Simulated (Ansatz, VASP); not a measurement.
# One calculation of CoSn, two programs

```
Co Sn
1.0
     5.17344    0.00000    0.00000
    -2.58672    4.48033    0.00000
     0.00000    0.00000    4.12347
Co Sn
3 3
Direct
  0.00000 0.50000 0.00000
  0.50000 0.50000 0.00000
  0.50000 0.00000 0.00000
  0.66667 0.33333 0.50000
  0.33333 0.66667 0.50000
  0.00000 0.00000 0.00000
```

Alike in both runs: functional LDA; k mesh 9 × 9 × 8; occupations gaussian, width 0.1 eV; no spin polarisation.

Ansatz relaxed the structure, and its values are those at the end. VASP's run is a single point on that final structure, the one shown.

```csv
,VASP,Ansatz
version,VASP 6.6.1,Ansatz 0.2.0
potentials or method,"VASP PAW LDA potentials, release 64 (Co, Sn_d), cutoff 520 eV","scalar-relativistic, plane waves, PAW"
valence electrons in the cell,69,93
```

|  | VASP | Ansatz | Ansatz less VASP |
| --- | --- | --- | --- |
| gap on the k mesh at the Fermi level (eV) | none | none | - |
| pressure (GPa) | 0.2 | 0.0 | -0.24 |

LDA's correlation is that of Perdew and Zunger in VASP and of Perdew and Wang (1992) in Ansatz. A gap of «none» marks a metal or a gap that the smearing closes. VASP's potentials hold 69 valence electrons a cell and Ansatz's 93, so a difference there can come from the potentials and not from the codes.
